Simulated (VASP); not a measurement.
# Br (Fm-3m) in VASP: further runs

Br is run at these levels: PBE; tasks: single point.

Everything below comes from runs of VASP 6.6.1. Logs are shortened: lines on timing, memory, paths and dates and some standing lists are left out, and cuts for length are marked.

## Step 1: The cell of the first run

Symmetry: Fm-3m, No. 225, cubic system. Conventional cell: a = 4.820 Å, b = 4.820 Å, c = 4.820 Å, α = 90.00°, β = 90.00°, γ = 90.00°. Within 4.5 Å of Br (site symmetry m-3m) lie 12 Br at 3.41 Å.

## Step 2: Single point, PBE

Contents of INCAR:

```
SYSTEM = Br
PREC = Accurate ; ENCUT = 520
EDIFF = 1E-7 ; ISMEAR = -1
SIGMA = 0.06122561905347299 ; LREAL = .FALSE.
LASPH = .TRUE. ; NELM = 100
ALGO = Normal ; ISIF = 2
LWAVE = .FALSE. ; LCHARG = .TRUE.
GGA = PE ; LELF = .TRUE.
LVHAR = .TRUE. ; NBANDS = 10
```

Contents of KPOINTS:

```
Automatic mesh
0
G
  20 20 20
  0 0 0
```

Contents of POSCAR:

```
Br
1.0
    0.0000000000      2.4099958334      2.4099958334
    2.4099958334      0.0000000000      2.4099958334
    2.4099958334      2.4099958334      0.0000000000
Br
1
Direct
    0.0000000000      0.0000000000      0.0000000000
```

Potentials or basis: VASP PAW PBE potentials, release 64 (Br).

Command:

```sh
$ cat potpaw_PBE.64/Br/POTCAR > POTCAR
$ mpirun -np 1 vasp_std > vasp.out
```

OUTCAR:

```text
SYSTEM = Br
   PREC = Accurate
   ENCUT = 520
   EDIFF = 1E-7
   ISMEAR = -1
   LREAL = .FALSE.
   LASPH = .TRUE.
   NELM = 100
   ISIF = 2
   GGA = PE

 ion  position               nearest neighbor table
   1  0.000  0.000  0.000-

  LATTYP: Found a face centered cubic cell.
 ALAT       =     4.8199916668

  Lattice vectors:

 A1 = (   0.0000000000,   2.4099958334,   2.4099958334)
 A2 = (   2.4099958334,   0.0000000000,   2.4099958334)
 A3 = (   2.4099958334,   2.4099958334,   0.0000000000)

Analysis of symmetry for initial positions (statically):
=====================================================================
 Subroutine PRICEL returns:
 Original cell was already a primitive cell.

 Routine SETGRP: Setting up the symmetry group for a
 face centered cubic supercell.

 Subroutine GETGRP returns: Found 48 space group operations
 (whereof 48 operations were pure point group operations)
 out of a pool of 48 trial point group operations.

The static configuration has the point symmetry O_h .

Analysis of symmetry for dynamics (positions and initial velocities):
=====================================================================
 Subroutine PRICEL returns:
 Original cell was already a primitive cell.

 Routine SETGRP: Setting up the symmetry group for a
 face centered cubic supercell.

 Subroutine GETGRP returns: Found 48 space group operations
 (whereof 48 operations were pure point group operations)
 out of a pool of 48 trial point group operations.

The dynamic configuration has the point symmetry O_h .

 Subroutine INISYM returns: Found 48 space group operations
 (whereof 48 operations are pure point group operations),
 and found     1 'primitive' translations

----------------------------------------------------------------------------------------

                                     Primitive cell

  volume of cell :      27.9949

  direct lattice vectors                    reciprocal lattice vectors
     0.000000000  2.409995833  2.409995833    -0.207469238  0.207469238  0.207469238
     2.409995833  0.000000000  2.409995833     0.207469238 -0.207469238  0.207469238
     2.409995833  2.409995833  0.000000000     0.207469238  0.207469238 -0.207469238

  length of vectors
     3.408248793  3.408248793  3.408248793     0.359347262  0.359347262  0.359347262

  position of ions in fractional coordinates (direct lattice)
     0.000000000  0.000000000  0.000000000

  ion indices of the primitive-cell ions
   primitive index   ion index
                 1           1

----------------------------------------------------------------------------------------

 KPOINTS: Automatic mesh

Automatic generation of k-mesh.
 Grid dimensions read from file:
 generate k-points for:   20   20   20

 Generating k-lattice:

  Cartesian coordinates                     Fractional coordinates (reciprocal lattice)
    -0.010373462  0.010373462  0.010373462     0.050000000  0.000000000  0.000000000
     0.010373462 -0.010373462  0.010373462     0.000000000  0.050000000  0.000000000
     0.010373462  0.010373462 -0.010373462     0.000000000  0.000000000  0.050000000

  Length of vectors
     0.017967363  0.017967363  0.017967363

  Shift w.r.t. Gamma in fractional coordinates (k-lattice)
     0.000000000  0.000000000  0.000000000

 Subroutine IBZKPT returns following result:
 ===========================================

 Found    256 irreducible k-points:

 Following reciprocal coordinates:
            Coordinates               Weight
  0.000000  0.000000  0.000000      1.000000
  0.050000  0.000000  0.000000      8.000000
  0.100000  0.000000  0.000000      8.000000
  0.150000  0.000000  0.000000      8.000000
  0.200000  0.000000  0.000000      8.000000
  0.250000  0.000000  0.000000      8.000000
[... 16 lines left out ...]
 -0.400000  0.050000  0.000000     24.000000
 -0.350000  0.050000  0.000000     24.000000
 [... further k-points ...]
   k-points           NKPTS =    256   k-points in BZ     NKDIM =    256   number of bands    NBANDS=     10
   number of dos      NEDOS =    301   number of ions     NIONS =      1
   total plane-waves  NPLWV =  21952
   dimension x,y,z NGX =    28 NGY =   28 NGZ =   28
   dimension x,y,z NGXF=    56 NGYF=   56 NGZF=   56
   ions per type =               1
   NGX,Y,Z   is equivalent  to a cutoff of  13.66, 13.66, 13.66 a.u.
   NGXF,Y,Z  is equivalent  to a cutoff of  27.32, 27.32, 27.32 a.u.
 SYSTEM =  Br
   PREC   = accura    normal or accurate (medium, high low for compatibility)
   ISTART =      0    job   : 0-new  1-cont  2-samecut
   ICHARG =      2    charge: 1-file 2-atom 10-const
   ISPIN  =      1    spin polarized calculation?
   LNONCOLLINEAR =      F non collinear calculations
   LSORBIT =      F    spin-orbit coupling
   LASPH  =      T    aspherical Exc in radial PAW
   ENCUT  =  520.0 eV  38.22 Ry    6.18 a.u.   6.34  6.34  6.34*2*pi/ulx,y,z
   NELM   =    100;   NELMIN=  2; NELMDL= -5     # of ELM steps
   EDIFF  = 0.1E-06   stopping-criterion for ELM
   LREAL  =      F    real-space projection
   EDIFFG = 0.1E-05   stopping-criterion for IOM
   NSW    =      0    number of steps for IOM
   IBRION =     -1    ionic relax: 0-MD 1-quasi-New 2-CG
   NFREE  =      0    steps in history (QN), initial steepest desc. (CG)
   ISIF   =      2    stress and relaxation
   ISYM   =      2    0-nonsym 1-usesym 2-fastsym
   POTIM  = 0.5000    time-step for ionic-motion
   TEBEG  =    0.0;   TEEND  =   0.0 temperature during run
   PSTRESS=    0.0 pullay stress
   NELECT =       7.0000    total number of electrons
   NUPDOWN=      -1.0000    fix difference up-down
   EMIN   =  10.00;   EMAX   =-10.00  energy-range for DOS
   EFERMI =   0.00;   METHOD = LEGACY
   ISMEAR =    -1;   SIGMA  =   0.06  broadening in eV -4-tet -1-fermi 0-gaus
   EFERMI_NEDOS =   21; number of points for ismear=-14 and -15
   IALGO  =     38    algorithm
   IMIX   =      4    mixing-type and parameters
     AMIX     =   0.40;   BMIX     =  1.00
     AMIX_MAG =   1.60;   BMIX_MAG =  1.00
  volume/ion in A,a.u.               =      27.99       188.92
  Fermi-wavevector in a.u.,A,eV,Ry     =   1.031370  1.949007 14.472849  1.063724
  Thomas-Fermi vector in A             =   2.165515
   LORBIT       =      0    0 simple, 1 ext, 2 COOP (PROOUT), +10 PAW based schemes
   GGA     = PE    functional components
   LHFCALC =     F    Hartree Fock is set to
   AEXX    =    0.0000 exact exchange contribution
   IVDW    =     0    specifies the selected vdW correction
   LEPSILON=     F    determine dielectric tensor
   LRPA    =     F    only Hartree local field effects (RPA)
 non-spin polarized calculation
  energy-cutoff  :      520.00
  volume of cell :       27.99
 maximum number of plane-waves:       769
 NGX is ok and might be reduce to    28
   NGX = 13   NGY = 13   NGZ = 13

 number of electron       7.0000000 magnetization

 Free energy of the ion-electron system (eV)
  ---------------------------------------------------
  ext. energy  EPLUGINS =         0.00000000
  ---------------------------------------------------
  free energy    TOTEN  =        -0.98192818 eV

  energy without entropy =       -0.95762085  energy(sigma->0) =       -0.96977452

 E-fermi :   0.9137     XC(G=0):  -9.0303

 val. band max:        0.9114212394   @ k =  -0.3500   0.2000   0.0500
 cond. band min:       0.9175147369   @ k =   0.5000   0.1500   0.0500
 fundamental gap:      0.0060934975
 Fermi energy:         0.9136510001

 k-point     1 :       0.0000    0.0000    0.0000
  band No.  band energies     occupation
      1     -13.9965      2.00000
      2       1.6908      0.00001
      3       1.6908      0.00001
      4       1.6908      0.00001
      5       8.5990      0.00000
      6      13.4477      0.00000
      7      13.4477      0.00000
      8      13.4477      0.00000
      9      17.4183      0.00000
     10      17.4700      0.00000

 k-point     2 :       0.0500    0.0000    0.0000
  band No.  band energies     occupation
      1     -13.9727      2.00000
      2       1.5141      0.00011
      3       1.6749      0.00001
      4       1.6749      0.00001
      5       8.7629      0.00000
      6      13.2830      0.00000
      7      13.5050      0.00000
      8      13.5050      0.00000
      9      17.2384      0.00000
     10      17.2384      0.00000

 k-point     3 :       0.1000    0.0000    0.0000
  band No.  band energies     occupation
      1     -13.9024      2.00000
      2       1.0405      0.22357
      3       1.6292      0.00002
      4       1.6292      0.00002
      5       9.1770      0.00000
      6      12.9480      0.00000
      7      13.6564      0.00000
      8      13.6564      0.00000
      9      16.8481      0.00000
     10      16.8481      0.00000

 k-point     4 :       0.1500    0.0000    0.0000
  band No.  band energies     occupation
      1     -13.7896      2.00000
      2       0.3861      1.99964
      3       1.5600      0.00005
      4       1.5600      0.00005
      5       9.6440      0.00000
      6      12.7218      0.00000
      7      13.8284      0.00000
      8      13.8284      0.00000
      9      16.5068      0.00000
     10      16.5068      0.00000
[... 222 lines left out ...]
 k-point    22 :      -0.4500    0.0500    0.0000
  band No.  band energies     occupation
      1     -12.8184      2.00000
      2      -3.0977      2.00000
      3       0.9835      0.48461
      4       1.1161      0.07072
      5       9.4428      0.00000
      6      12.5981      0.00000
      7      12.9417      0.00000
      8      15.5036      0.00000
      9      18.4563      0.00000
     10      20.0601      0.00000

 k-point    23 :      -0.4000    0.0500    0.0000
  band No.  band energies     occupation
      1     -12.8988      2.00000
      2      -2.8766      2.00000
      3       0.9884      0.45585
      4       1.1707      0.02960
      5       9.5200      0.00000
      6      12.7386      0.00000
      7      13.0141      0.00000
      8      15.3249      0.00000
      9      18.1530      0.00000
     10      19.0556      0.00000

 k-point    24 :      -0.3500    0.0500    0.0000
  band No.  band energies     occupation
      1     -13.0343      2.00000
      2      -2.4845      2.00000
      3       1.0212      0.29448
      4       1.2445      0.00896
      5       9.6555      0.00000
      6      12.9640      0.00000
      7      13.1743      0.00000
      8      14.8854      0.00000
      9      17.9393      0.00000
     10      18.0346      0.00000

 [... further k-points ...]

------------------------ aborting loop because EDIFF is reached ----------------------------------------

  FORCE on cell =-STRESS in cart. coord.  units (eV):
  Direction    XX          YY          ZZ          XY          YZ          ZX
  --------------------------------------------------------------------------------------
  -------------------------------------------------------------------------------------
  Total       -0.2393168     -0.2393168     -0.2393168      0.0000000      0.0000000      0.0000000
  in kB      -13.6963530    -13.6963530    -13.6963530      0.0000000      0.0000000      0.0000000
  external PRESSURE =     -13.6963530 kB  Pullay stress =       0.0000000 kB

 VOLUME and BASIS-vectors are now :
 -----------------------------------------------------------------------------
  energy-cutoff  :      520.00
  volume of cell :       27.99
      direct lattice vectors                 reciprocal lattice vectors
     0.000000000  2.409995833  2.409995833    -0.207469238  0.207469238  0.207469238
     2.409995833  0.000000000  2.409995833     0.207469238 -0.207469238  0.207469238
     2.409995833  2.409995833  0.000000000     0.207469238  0.207469238 -0.207469238

 POSITION                                       TOTAL-FORCE (eV/Angst)
 -----------------------------------------------------------------------------------
      0.00000      0.00000      0.00000         0.000000      0.000000      0.000000
 -----------------------------------------------------------------------------------
    total drift:                                0.000000      0.000000     -0.000000

  FREE ENERGIE OF THE ION-ELECTRON SYSTEM (eV)
  ---------------------------------------------------
  free  energy   TOTEN  =        -0.9819281828 eV

  energy  without entropy=       -0.9576208528  energy(sigma->0) =       -0.96977452
```

Wall time 36 s (1 thread of AMD EPYC 9R45 (Zen 5), shared host); peak memory 0.17 GiB.

What came out:

| Property | Result |
| --- | --- |
| Free energy | -0.9819 eV |
| Pressure | -1.4 GPa |

Caveat: an odd number of electrons without spin polarisation forces a metal; a magnetic or distorted state may lie lower.

## Step 3: Single point, PBE

Contents of INCAR:

```
PREC = Accurate
ENCUT = 520
EDIFF = 1E-6
ISMEAR = -1
SIGMA = 0.06122561905347299
LREAL = False
LASPH = True
NELM = 100
ALGO = Normal
ISIF = 2
LWAVE = False
LCHARG = False
GGA = PE
NBANDS = 10
```

Contents of KPOINTS:

```
Automatic mesh
0
Gamma
  20 20 20
```

POSCAR is that of step 2.

Potentials or basis: VASP PAW PBE potentials, release 64 (Br).

Command:

```sh
$ cat potpaw_PBE.64/Br/POTCAR > POTCAR
$ mpirun -np 1 vasp_std > vasp.out
```

Wall time 30 s (1 thread of AMD EPYC 9R45 (Zen 5), shared host); peak memory 0.17 GiB.

The run converged. Its results:

```
Free energy : -0.9819 eV
Pressure    : -1.4 GPa
```

Levels at points of the mesh, in eV from the Fermi level:
| k point | band 2 | band 3 | band 4 | band 5 | band 6 | band 7 |
| --- | --- | --- | --- | --- | --- | --- |
| (0.00, 0.00, 0.00) | 0.78 | 0.78 | 0.78 | 7.69 | 12.53 | 12.53 |
| (0.50, 0.00, 0.00) | -4.08 | 0.21 | 0.21 | 8.36 | 11.93 | 11.93 |
| (0.50, 0.50, 0.00) | -3.64 | -0.96 | -0.96 | 6.85 | 8.05 | 17.85 |

Caveat: an odd number of electrons without spin polarisation forces a metal; a magnetic or distorted state may lie lower.

## Step 4: Single point, PBE

This run uses another cell than the first one, of 24.83 Å³/atom, 0.887 times its volume.

Contents of INCAR:

```
  PREC = Accurate
  ENCUT = 520
  EDIFF = 1E-7
  ISMEAR = -1
  SIGMA = 0.06122561905347299
  LREAL = False
  LASPH = True
  NELM = 100
  ALGO = Normal
  ISIF = 2
  LWAVE = False
  LCHARG = False
  GGA = PE
  NBANDS = 10
```

Contents of KPOINTS:

```
Automatic mesh
0
Gamma
  14 14 14
```

Contents of POSCAR:

```
Br
1.0
    0.0000000000      2.3153871632      2.3153871632
    2.3153871632      0.0000000000      2.3153871632
    2.3153871632      2.3153871632      0.0000000000
Br
1
Direct
    0.0000000000      0.0000000000      0.0000000000
```

Command:

```sh
$ cat potpaw_PBE.64/Br/POTCAR > POTCAR
$ mpirun -np 1 vasp_std > vasp.out
```

Wall time 16 s (1 thread of Intel Xeon Platinum 8259CL at 2.50GHz (Skylake/Cascade Lake), shared host); peak memory 0.15 GiB.

It converged, with:

| Item | Value |
| --- | --- |
| Free energy | -0.9789 eV |
| Pressure | 2.0 GPa |

Levels at points of the mesh, in eV from the Fermi level:
```
           k point  band 1  band 2  band 3  band 4  band 5  band 6  band 7  band 8
(0.00, 0.00, 0.00)  -15.65    0.98    0.98    0.98    8.36   12.57   12.57   12.57
(0.50, 0.00, 0.00)  -14.07   -4.94    0.27    0.27    8.39   11.90   11.90   14.81
(0.50, 0.50, 0.00)  -13.52   -4.40   -1.17   -1.17    6.45    7.63   19.34   20.80
```

Caveat: an odd number of electrons without spin polarisation forces a metal; a magnetic or distorted state may lie lower.

## Step 5: Single point, PBE

This run uses another cell than the first one, of 25.35 Å³/atom, 0.906 times its volume.

Contents of INCAR:

```
SYSTEM = Br
PREC = Accurate
ENCUT = 520
EDIFF = 1E-6
ISMEAR = -1
SIGMA = 0.06122561905347299
LREAL = .False.
LASPH = .True.
NELM = 80
ALGO = Normal
ISIF = 2
LWAVE = .False.
LCHARG = .False.
GGA = PE
NBANDS = 10
```

Contents of KPOINTS:

```
Automatic mesh
0
Gamma
  14 14 14
  0 0 0
```

Contents of POSCAR:

```
Br
1.0
    0.0000000000      2.3316932438      2.3316932438
    2.3316932438      0.0000000000      2.3316932438
    2.3316932438      2.3316932438      0.0000000000
Br
1
Direct
    0.0000000000      0.0000000000      0.0000000000
```

Command:

```sh
$ cat potpaw_PBE.64/Br/POTCAR > POTCAR
$ mpirun -np 1 vasp_std > vasp.out
```

Wall time 29 s (1 thread of Intel Xeon Platinum 8259CL at 2.50GHz (Skylake/Cascade Lake), shared host); peak memory 0.17 GiB.

It converged, with:

| Item | Value |
| --- | --- |
| Free energy | -0.9844 eV |
| Pressure | 1.3 GPa |

Levels at points of the mesh, in eV from the Fermi level:
| k point | band 1 | band 2 | band 3 | band 4 | band 5 | band 6 | band 7 | band 8 | band 9 |
| --- | --- | --- | --- | --- | --- | --- | --- | --- | --- |
| (0.00, 0.00, 0.00) | -15.51 | 0.94 | 0.94 | 0.94 | 8.23 | 12.56 | 12.56 | 12.56 | 16.73 |
| (0.50, 0.00, 0.00) | -14.00 | -4.78 | 0.26 | 0.26 | 8.38 | 11.91 | 11.91 | 14.75 | 18.55 |
| (0.50, 0.50, 0.00) | -13.48 | -4.26 | -1.13 | -1.13 | 6.52 | 7.71 | 19.07 | 20.64 | 21.51 |

Caveat: an odd number of electrons without spin polarisation forces a metal; a magnetic or distorted state may lie lower.

## Step 6: The runs side by side

| cell | k mesh | gap on the mesh (eV) | pressure (GPa) |
| --- | --- | --- | --- |
| a = 3.408 Å, angles 60.0°, 1 atom | 20 × 20 × 20 | none | -1.4 |
| a = 3.274 Å, angles 60.0°, 1 atom | 14 × 14 × 14 | none | 2.0 |
| a = 3.298 Å, angles 60.0°, 1 atom | 14 × 14 × 14 | none | 1.3 |

Alike in all rows: task single point; level PBE; potentials or basis VASP PAW PBE potentials, release 64 (Br); no spin polarisation; cutoff (eV) 520; smearing fermi-dirac 0.0612256 eV.

Caveats: an odd number of electrons without spin polarisation forces a metal; a magnetic or distorted state may lie lower.

Total energies depend on the potentials used, so only differences within one code and one set of settings carry meaning.
